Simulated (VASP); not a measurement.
BIr3Br: relaxation of cell and atoms with PBEsol+U

Crystal: BIr3Br.

```
B Ir Br
1.0
     4.38127    0.00000    0.00000
     0.00000    4.38127    0.00000
     0.00000    0.00000    4.38127
B Ir Br
1 3 1
Direct
  0.50000 0.50000 0.50000
  0.00000 0.50000 0.50000
  0.50000 0.00000 0.50000
  0.50000 0.50000 0.00000
  0.00000 0.00000 0.00000
```

```json
{
  "Program": "VASP 6.6.1",
  "Task": "relaxation of cell and atoms",
  "Functional": "PBEsol",
  "Potentials or basis": "VASP PAW PBE potentials, release 64 (B, Ir_sv_GW, Br)",
  "Cutoff": "560 eV",
  "k mesh": "4 × 4 × 4",
  "Occupations": "gaussian, width 0.1175 eV",
  "Spin": "no spin polarisation",
  "Hubbard terms": "Ir d U = 4.0 eV",
  "Dipole correction": "no",
  "Further INCAR settings": "ALGO = Normal; EDIFF = 1e-07; IBRION = 2; EDIFFG = -0.01; NSW = 60; ISIF = 3"
}
```

| Item | Value |
| --- | --- |
| Relaxed volume | 14.15 Å³/atom |
| Relaxed cell | a = 4.136 Å, b = 4.136 Å, c = 4.136 Å, α = 90.00°, β = 90.00°, γ = 90.00° |
| Space group after relaxing (to 0.1 Å) | Pm-3m (No. 221) |
| Energy gained by relaxing | 249.5 meV/atom |
| Ionic steps | 5 |
| Pressure after relaxing | 0.0 GPa |
| Band gap on the k mesh | zero (an odd number of electrons rules out a gap without spin polarisation) |

The path:
| step | energy change (eV) | largest force (eV/Å) | pressure (GPa) | volume (Å³) |
| --- | --- | --- | --- | --- |
| 1 | 0.0000 | 0.0000 | -25.27 | 84.10 |
| 2 | 2.2191 | 0.0000 | 92.90 | 55.77 |
| 3 | -1.2417 | 0.0000 | -2.38 | 71.53 |
| 4 | -1.2470 | 0.0000 | -0.75 | 70.99 |
| 5 | -1.2476 | 0.0000 | 0.02 | 70.74 |

Final structure:
```cif
data_structure
_symmetry_space_group_name_H-M 'P 1'
_symmetry_Int_Tables_number 1
_cell_length_a 4.1358
_cell_length_b 4.1358
_cell_length_c 4.1358
_cell_angle_alpha 90.000
_cell_angle_beta 90.000
_cell_angle_gamma 90.000
_cell_volume 70.74
loop_
_atom_site_label
_atom_site_type_symbol
_atom_site_fract_x
_atom_site_fract_y
_atom_site_fract_z
_atom_site_occupancy
B1 B 0.50000 0.50000 0.50000 1
Ir1 Ir 0.00000 0.50000 0.50000 1
Ir2 Ir 0.50000 0.00000 0.50000 1
Ir3 Ir 0.50000 0.50000 0.00000 1
Br1 Br 0.00000 0.00000 0.00000 1
```

Levels at points of the mesh, in eV from the Fermi level:
```csv
k point,band 26,band 27,band 28,band 29,band 30,band 31,band 32,band 33,band 34,band 35
"(0.00, 0.00, 0.00)",-1.92,-1.53,-1.53,-0.41,-0.41,-0.41,0.55,0.94,0.94,0.94
"(0.50, 0.00, 0.00)",-2.17,-2.17,-1.61,-1.03,-0.09,-0.09,0.94,1.80,2.60,2.60
"(0.50, 0.50, 0.00)",-2.04,-1.77,-1.15,-1.13,0.10,0.10,0.64,1.93,3.11,3.11
"(0.50, 0.50, 0.50)",-2.99,-2.99,-1.32,-1.32,0.53,0.53,0.53,3.07,3.07,3.07
```

Eigenvalues of the final occupation matrices:
```tsv
site	spin	trace	eigenvalues
site 2 d	1	3.30	0.59 0.59 0.68 0.69 0.76
site 2 d	2	3.30	0.59 0.59 0.68 0.69 0.76
site 3 d	1	3.30	0.59 0.59 0.68 0.69 0.76
site 3 d	2	3.30	0.59 0.59 0.68 0.69 0.76
site 4 d	1	3.30	0.59 0.59 0.68 0.69 0.76
site 4 d	2	3.30	0.59 0.59 0.68 0.69 0.76
```

Run time: 110 s on 1 thread of Intel(R) Xeon(R) 6975P-C (Granite Rapids) (shared host), peak memory 0.23 GiB.

Caveat: the volume moved by over 15 % at a fixed basis, so the end points are rough; the PAW data sets were made with another functional, which shifts forces and pressure a little; spin-orbit coupling is left out, which moves the levels of the heavy elements; U without spin polarisation on a metal has little footing.
